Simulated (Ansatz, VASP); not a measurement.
## Bi in VASP and in Ansatz

```
Bi
1.0
     2.26750    1.30914    3.93800
    -2.26750    1.30914    3.93800
     0.00000   -2.61828    3.93800
Bi
2
Direct
  0.77243 0.78624 0.75406
  0.23222 0.23858 0.23225
```

Change from the starting cell: atoms moved at random, drawn with an rms of 0.05 Å.

Alike in both runs: task single point; functional PBEsol; k mesh 7 × 7 × 7; occupations fermi-dirac, width 0.05 eV; no spin polarisation.

```csv
,VASP,Ansatz
version,VASP 6.6.1,Ansatz 0.2.0
potentials or method,"VASP PAW PBE potentials, release 64 (Bi_d), cutoff 520 eV","all-electron LAPW, scalar-relativistic"
```

VASP gave:

| Item | Value |
| --- | --- |
| gap on the k mesh at the Fermi level (eV) | 0.23 |
| least direct gap on the mesh (eV) | 0.51 |
| pressure (GPa) | 0.2 |
| traceless stress, the component that is largest in VASP (GPa) | 0.88 |
| rms of the force components (eV/Å) | 0.255 |

**Question.** Estimate Ansatz's values.

**Answer.** gap on the k mesh at the Fermi level (eV): 0.23; least direct gap on the mesh (eV): 0.51; pressure (GPa): 0.3; traceless stress, the component that is largest in VASP (GPa): 0.88; rms of the force components (eV/Å): 0.252.

VASP's potentials were made for PBE, not for PBEsol. Atom by atom the forces differ by 0.003 eV/Å (rms over components). Ansatz ran all-electron here, and VASP with PAW potentials.

Neither program's run includes spin-orbit coupling.
